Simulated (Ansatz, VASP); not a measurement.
# CaHfAs2 in VASP and in Ansatz

```
Ca Hf As
1.0
     4.04992    0.00000    0.00000
    -2.02496    3.50733    0.00000
     0.00000    0.00000    6.65409
Ca Hf As
1 1 2
Direct
  0.00000 0.00000 0.00000
  0.00000 0.00000 0.50000
  0.33333 0.66667 0.71753
  0.66667 0.33333 0.28247
```

Alike in both runs: task relaxation of cell and atoms; functional PBE; k mesh 12 × 12 × 8; occupations gaussian, width 0.1 eV; no spin polarisation.

```csv
,VASP,Ansatz
version,VASP 6.6.1,Ansatz 0.2.0
potentials or method,"VASP PAW PBE potentials, release 64 (Ca_sv, Hf_pv, As), cutoff 600 eV","scalar-relativistic, plane waves, PAW"
valence electrons in the cell,30,66
```

```csv
,VASP,Ansatz,Ansatz less VASP
"gap on the k mesh at the Fermi level, each at its own relaxed structure (eV)",none,none,-
relaxed volume (Å³/atom),23.59,23.56,-0.025
relaxed cell length with the largest relative difference (Å),3.923,3.921,-0.0017
```

A gap of «none» marks a metal or a gap that the smearing closes. VASP's potentials hold 30 valence electrons a cell and Ansatz's 66, so a difference there can come from the potentials and not from the codes.

Spin-orbit coupling is off throughout.
